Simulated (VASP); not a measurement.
The system is Rh.

```
CELL_PARAMETERS angstrom
0.00000 1.91477 1.91477
1.91477 0.00000 1.91477
1.91477 1.91477 0.00000
ATOMIC_POSITIONS crystal
Rh 0.00000 0.00000 0.00000
```

Base run:

```yaml
Program: VASP 6.6.1
Functional: r2SCAN
Potentials_or_basis: VASP PAW PBE potentials, release 64 (Rh_pv)
Cutoff: 520 eV
k_mesh: 24 × 24 × 24
Occupations: gaussian, width 0.1 eV
Spin: no spin polarisation
```

Its results: band gap on the k mesh zero (an odd number of electrons rules out a gap without spin polarisation); pressure -5.1 GPa.

Question: The run is repeated on the same cell with these changes: functional from r2SCAN to PBEsol. What comes out?

Answer: Band gap on the k mesh zero (an odd number of electrons rules out a gap without spin polarisation); pressure -10.6 GPa.

Caveats: the cell stands under tension; the PAW data sets were made with another functional, which shifts forces and pressure a little; an empty level that is flat over the whole mesh can mark a ghost state of the potentials, or a narrow d or f band (at least some runs).
